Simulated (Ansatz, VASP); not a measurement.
**One calculation of ZnO, two programs**

```
Zn O
1.0
     3.24931    0.00000    0.00000
    -1.62465    2.81398    0.00000
     0.00000    0.00000    5.20571
Zn O
2 2
Direct
  0.33333 0.66667 0.50000
  0.66667 0.33333 0.00000
  0.66667 0.33333 0.37901
  0.33333 0.66667 0.87901
```

Alike in both runs: task relaxation of cell and atoms; functional PBEsol; k mesh 9 × 9 × 6; occupations gaussian, width 0.02 eV; no spin polarisation.

```csv
,VASP,Ansatz
version,VASP 6.6.1,Ansatz 0.2.0
potentials or method,"VASP PAW PBE potentials, release 64 (Zn, O), cutoff 600 eV","scalar-relativistic, plane waves, PAW"
valence electrons in the cell,36,36
```

```csv
,VASP,Ansatz,Ansatz less VASP
"gap on the k mesh at the Fermi level, each at its own relaxed structure (eV)",0.68,0.70,+0.021
relaxed volume (Å³/atom),11.84,11.78,-0.066
relaxed length of the cell vector where the two differ most in proportion (Å),3.237,3.230,-0.0065
```

VASP's potentials were made for PBE, not for PBEsol.
